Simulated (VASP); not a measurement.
# Bi4O (Im-3m) in VASP: notebook, part 3 of 3

VASP 6.6.1. The steps go on from the part before.

### Step 5. Single point, PBE

This run uses another cell than the first one, of 27.78 Å³/atom.

INCAR

```
SYSTEM = Bi4O
PREC     = Accurate       ! precision mode
ENCUT    = 600            ! plane-wave cutoff, eV
EDIFF    = 1E-6           ! SCF threshold, eV
ISMEAR   = 0              ! smearing method
SIGMA    = 0.1            ! smearing width, eV
LREAL    = .FALSE.        ! projectors in reciprocal space
LASPH    = .TRUE.         ! aspherical terms in the spheres
NELM     = 120            ! most SCF steps
ALGO     = Normal         ! electronic algorithm
ISIF     = 2              ! what is computed and relaxed
LWAVE    = .FALSE.        ! write WAVECAR
LCHARG   = .FALSE.        ! write CHGCAR
GGA      = PE             ! functional
NBANDS   = 41             ! bands
GGA_COMPAT= .FALSE.
```

KPOINTS

```
Automatic mesh
0
G
  8 8 8
  0 0 0
```

POSCAR

```
Bi4O
1.0
   -3.2624691427      3.2624691427      3.2624691427
    3.2624691427     -3.2624691427      3.2624691427
    3.2624691427      3.2624691427     -3.2624691427
Bi O
4 1
Direct
    0.0000000000      0.0000000000      0.5000000000
    0.0000000000      0.5000000000      0.0000000000
    0.5000000000      0.0000000000      0.0000000000
    0.5000000000      0.5000000000      0.5000000000
    0.0000000000      0.0000000000      0.0000000000
```

Potentials or basis: VASP PAW PBE potentials, release 64 (Bi_d, O).

Run with:

```bash
$ cat potpaw_PBE.64/Bi_d/POTCAR potpaw_PBE.64/O/POTCAR > POTCAR
$ mpirun -np 1 vasp_std > vasp.out
```

OUTCAR:

```text
SYSTEM = Bi4O
   PREC = Accurate
   ENCUT = 600
   EDIFF = 1E-6
   ISMEAR = 0
   LREAL = .FALSE.
   LASPH = .TRUE.
   NELM = 120
   ISIF = 2
   GGA = PE

 ion  position               nearest neighbor table
   1  0.000  0.000  0.500-   5 2.83   5 2.83   4 3.26   2 3.26   3 3.26   2 3.26   3 3.26   4 3.26

   2  0.000  0.500  0.000-   5 2.83   5 2.83   4 3.26   1 3.26   3 3.26   1 3.26   4 3.26   3 3.26

   3  0.500  0.000  0.000-   5 2.83   5 2.83   4 3.26   1 3.26   4 3.26   2 3.26   1 3.26   2 3.26

   4  0.500  0.500  0.500-   5 2.83   5 2.83   3 3.26   1 3.26   3 3.26   2 3.26   1 3.26   2 3.26

   5  0.000  0.000  0.000-   1 2.83   2 2.83   3 2.83   4 2.83   1 2.83   2 2.83   3 2.83   4 2.83

  LATTYP: Found a body centered cubic cell.
 ALAT       =     6.5249382854

  Lattice vectors:

 A1 = (  -3.2624691427,   3.2624691427,   3.2624691427)
 A2 = (   3.2624691427,  -3.2624691427,   3.2624691427)
 A3 = (   3.2624691427,   3.2624691427,  -3.2624691427)

Analysis of symmetry for initial positions (statically):
=====================================================================
 Subroutine PRICEL returns:
 Original cell was already a primitive cell.

 Routine SETGRP: Setting up the symmetry group for a
 body centered cubic supercell.

 Subroutine GETGRP returns: Found 48 space group operations
 (whereof 48 operations were pure point group operations)
 out of a pool of 48 trial point group operations.

The static configuration has the point symmetry O_h .

Analysis of symmetry for dynamics (positions and initial velocities):
=====================================================================
 Subroutine PRICEL returns:
 Original cell was already a primitive cell.

 Routine SETGRP: Setting up the symmetry group for a
 body centered cubic supercell.

 Subroutine GETGRP returns: Found 48 space group operations
 (whereof 48 operations were pure point group operations)
 out of a pool of 48 trial point group operations.

The dynamic configuration has the point symmetry O_h .

 Subroutine INISYM returns: Found 48 space group operations
 (whereof 48 operations are pure point group operations),
 and found     1 'primitive' translations

----------------------------------------------------------------------------------------

                                     Primitive cell

  volume of cell :     138.8990

  direct lattice vectors                    reciprocal lattice vectors
    -3.262469143  3.262469143  3.262469143     0.000000000  0.153258155  0.153258155
     3.262469143 -3.262469143  3.262469143     0.153258155  0.000000000  0.153258155
     3.262469143  3.262469143 -3.262469143     0.153258155  0.153258155  0.000000000

  length of vectors
     5.650762313  5.650762313  5.650762313     0.216739761  0.216739761  0.216739761

  position of ions in fractional coordinates (direct lattice)
     0.000000000  0.000000000  0.500000000
     0.000000000  0.500000000  0.000000000
     0.500000000  0.000000000  0.000000000
     0.500000000  0.500000000  0.500000000
     0.000000000  0.000000000  0.000000000

  ion indices of the primitive-cell ions
   primitive index   ion index
                 1           1
                 2           2
                 3           3
                 4           4
                 5           5

----------------------------------------------------------------------------------------

 KPOINTS: Automatic mesh

Automatic generation of k-mesh.
 Grid dimensions read from file:
 generate k-points for:    8    8    8

 Generating k-lattice:

  Cartesian coordinates                     Fractional coordinates (reciprocal lattice)
     0.000000000  0.019157269  0.019157269     0.125000000  0.000000000  0.000000000
     0.019157269  0.000000000  0.019157269     0.000000000  0.125000000  0.000000000
     0.019157269  0.019157269  0.000000000     0.000000000  0.000000000  0.125000000

  Length of vectors
     0.027092470  0.027092470  0.027092470

  Shift w.r.t. Gamma in fractional coordinates (k-lattice)
     0.000000000  0.000000000  0.000000000

 Subroutine IBZKPT returns following result:
 ===========================================

 Found     29 irreducible k-points:

 Following reciprocal coordinates:
            Coordinates               Weight
  0.000000  0.000000  0.000000      1.000000
  0.125000  0.000000  0.000000     12.000000
  0.250000  0.000000  0.000000     12.000000
  0.375000  0.000000  0.000000     12.000000
  0.500000  0.000000  0.000000      6.000000
  0.125000  0.125000  0.000000     24.000000
[... 16 lines left out ...]
 -0.250000  0.250000  0.250000      6.000000
 -0.375000  0.375000  0.250000     24.000000
 [... further k-points ...]
   k-points           NKPTS =     29   k-points in BZ     NKDIM =     29   number of bands    NBANDS=     41
   number of dos      NEDOS =    301   number of ions     NIONS =      5
   total plane-waves  NPLWV = 110592
   dimension x,y,z NGX =    48 NGY =   48 NGZ =   48
   dimension x,y,z NGXF=    96 NGYF=   96 NGZF=   96
   ions per type =               4   1
   NGX,Y,Z   is equivalent  to a cutoff of  14.12, 14.12, 14.12 a.u.
   NGXF,Y,Z  is equivalent  to a cutoff of  28.24, 28.24, 28.24 a.u.
 SYSTEM =  Bi4O
   PREC   = accura    normal or accurate (medium, high low for compatibility)
   ISTART =      0    job   : 0-new  1-cont  2-samecut
   ICHARG =      2    charge: 1-file 2-atom 10-const
   ISPIN  =      1    spin polarized calculation?
   LNONCOLLINEAR =      F non collinear calculations
   LSORBIT =      F    spin-orbit coupling
   LASPH  =      T    aspherical Exc in radial PAW
   ENCUT  =  600.0 eV  44.10 Ry    6.64 a.u.  11.29 11.29 11.29*2*pi/ulx,y,z
   NELM   =    120;   NELMIN=  2; NELMDL= -5     # of ELM steps
   EDIFF  = 0.1E-05   stopping-criterion for ELM
   LREAL  =      F    real-space projection
   EDIFFG = 0.1E-04   stopping-criterion for IOM
   NSW    =      0    number of steps for IOM
   IBRION =     -1    ionic relax: 0-MD 1-quasi-New 2-CG
   NFREE  =      0    steps in history (QN), initial steepest desc. (CG)
   ISIF   =      2    stress and relaxation
   ISYM   =      2    0-nonsym 1-usesym 2-fastsym
   POTIM  = 0.5000    time-step for ionic-motion
   TEBEG  =    0.0;   TEEND  =   0.0 temperature during run
   PSTRESS=    0.0 pullay stress
   NELECT =      66.0000    total number of electrons
   NUPDOWN=      -1.0000    fix difference up-down
   EMIN   =  10.00;   EMAX   =-10.00  energy-range for DOS
   EFERMI =   0.00;   METHOD = LEGACY
   ISMEAR =     0;   SIGMA  =   0.10  broadening in eV -4-tet -1-fermi 0-gaus
   EFERMI_NEDOS =   21; number of points for ismear=-14 and -15
   IALGO  =     38    algorithm
   IMIX   =      4    mixing-type and parameters
     AMIX     =   0.40;   BMIX     =  1.00
     AMIX_MAG =   1.60;   BMIX_MAG =  1.00
  volume/ion in A,a.u.               =      27.78       187.47
  Fermi-wavevector in a.u.,A,eV,Ry     =   1.277487  2.414100 22.204332  1.631972
  Thomas-Fermi vector in A             =   2.410084
   LORBIT       =      0    0 simple, 1 ext, 2 COOP (PROOUT), +10 PAW based schemes
   GGA     = PE    functional components
   LHFCALC =     F    Hartree Fock is set to
   AEXX    =    0.0000 exact exchange contribution
   IVDW    =     0    specifies the selected vdW correction
   LEPSILON=     F    determine dielectric tensor
   LRPA    =     F    only Hartree local field effects (RPA)
 non-spin polarized calculation
 Gauss-broadening in eV      SIGMA  =   0.10
  energy-cutoff  :      600.00
  volume of cell :      138.90
 maximum number of plane-waves:      4664
 NGX is ok and might be reduce to    48
   NGX = 23   NGY = 23   NGZ = 23

 number of electron      65.9999993 magnetization

 Free energy of the ion-electron system (eV)
  ---------------------------------------------------
  ext. energy  EPLUGINS =         0.00000000
  ---------------------------------------------------
  free energy    TOTEN  =       -20.40436622 eV

  energy without entropy =      -20.39035085  energy(sigma->0) =      -20.39735854

 E-fermi :   6.8340     XC(G=0): -10.0088

 val. band max:        6.8242228881   @ k =   0.0000   0.0000   0.0000
 cond. band min:       6.8803918040   @ k =   0.1250   0.1250   0.0000
 fundamental gap:      0.0561689159
 Fermi energy:         6.8339957737

 k-point     1 :       0.0000    0.0000    0.0000
  band No.  band energies     occupation
      1     -16.2311      2.00000
      2     -16.2311      2.00000
      3     -16.1537      2.00000
      4     -16.0930      2.00000
      5     -16.0930      2.00000
      6     -16.0930      2.00000
[... 1045 lines left out ...]
     40      11.6538      0.00000
     41      12.1294      0.00000

 [... further k-points ...]
[... 5 lines left out ...]
  --------------------------------------------------------------------------------------
  -------------------------------------------------------------------------------------
  Total       -0.0156203     -0.0156203     -0.0156203      0.0000000      0.0000000      0.0000000
  in kB       -0.1801779     -0.1801779     -0.1801779      0.0000000      0.0000000      0.0000000
  external PRESSURE =      -0.1801779 kB  Pullay stress =       0.0000000 kB

 VOLUME and BASIS-vectors are now :
 -----------------------------------------------------------------------------
  energy-cutoff  :      600.00
  volume of cell :      138.90
      direct lattice vectors                 reciprocal lattice vectors
    -3.262469143  3.262469143  3.262469143     0.000000000  0.153258155  0.153258155
     3.262469143 -3.262469143  3.262469143     0.153258155  0.000000000  0.153258155
     3.262469143  3.262469143 -3.262469143     0.153258155  0.153258155  0.000000000

 POSITION                                       TOTAL-FORCE (eV/Angst)
 -----------------------------------------------------------------------------------
      1.63123      1.63123     -1.63123        -0.000000      0.000000      0.000000
      1.63123     -1.63123      1.63123        -0.000000     -0.000000     -0.000000
     -1.63123      1.63123      1.63123         0.000000     -0.000000     -0.000000
      1.63123      1.63123      1.63123         0.000000      0.000000      0.000000
      0.00000      0.00000      0.00000        -0.000000      0.000000     -0.000000
 -----------------------------------------------------------------------------------
    total drift:                                0.000000      0.000000     -0.000000

  FREE ENERGIE OF THE ION-ELECTRON SYSTEM (eV)
  ---------------------------------------------------
  free  energy   TOTEN  =       -20.4043662188 eV

  energy  without entropy=      -20.3903508517  energy(sigma->0) =      -20.39735854
```

Run time: 7.1 min. Hardware: 1 thread of Oxide Virtual Turin-like, shared host; peak memory 0.36 GiB.

Results:

* Free energy: -20.4044 eV
* Pressure: 0.0 GPa
* Band gap on the k mesh: zero (bands 33 and 34 overlap by 1.62 eV)

Caveat: spin-orbit coupling is left out, which moves the levels of the heavy elements.

### Step 6. The runs side by side

| task | cell | k mesh | cutoff (eV) | gap on the mesh (eV) | pressure (GPa) |
| --- | --- | --- | --- | --- | --- |
| single point | a = 5.613 Å, angles 109.5°, 5 atoms | 4 × 4 × 4 | 520 | none | 1.3 |
| single point | a = 5.651 Å, angles 109.5°, 5 atoms | 8 × 8 × 8 | 520 | none | -0.1 |
| relaxation of cell and atoms | relaxed from a = 5.613 Å, angles 109.5°, 5 atoms | 8 × 8 × 8 | 600 | none | 0.0 |
| single point | a = 5.651 Å, angles 109.5°, 5 atoms | 8 × 8 × 8 | 600 | none | 0.0 |

Alike in all rows: level PBE; potentials or basis VASP PAW PBE potentials, release 64 (Bi_d, O); no spin polarisation; smearing gaussian 0.1 eV.

Caveats: spin-orbit coupling is left out, which moves the levels of the heavy elements.

Absolute energies hang on the potentials; compare differences alone.

The gap in the log of VASP goes by the Fermi energy; the results here count the filled bands.